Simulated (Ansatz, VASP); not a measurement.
## Te2Mo: VASP beside Ansatz

```
Te Mo
1.0
     3.50388    0.00000    0.00000
    -1.75194    3.03445    0.00000
     0.00000    0.00000   24.76772
Te Mo
4 2
Direct
  0.33333 0.66667 0.18169
  0.33333 0.66667 0.32841
  0.33333 0.83333 0.46689
  0.33333 0.83333 0.61361
  0.66667 0.33333 0.25505
  0.66667 0.50000 0.54025
```

Alike in both runs: task single point; functional PBE; dispersion D3(BJ); k mesh 9 × 9 × 1; occupations gaussian, width 0.05 eV; no spin polarisation.

```csv
,VASP,Ansatz
version,VASP 6.6.1,Ansatz 0.2.0
potentials or method,"VASP PAW PBE potentials, release 64 (Te, Mo_sv), cutoff 520 eV","scalar-relativistic, plane waves, PAW"
valence electrons in the cell,52,92
```

Ansatz gave:

* gap on the k mesh at the Fermi level (eV): 0.99
* least direct gap on the mesh (eV): 1.13
* rms of the force components (eV/Å): 0.140

Q: Which values does VASP return?

A: gap on the k mesh at the Fermi level (eV): 0.99; least direct gap on the mesh (eV): 1.13; rms of the force components (eV/Å): 0.135.

VASP's potentials hold 52 valence electrons a cell and Ansatz's 92, so a difference there can come from the potentials and not from the codes. Ansatz's warnings: xc potential rough in thin density.

Neither program's run includes spin-orbit coupling.
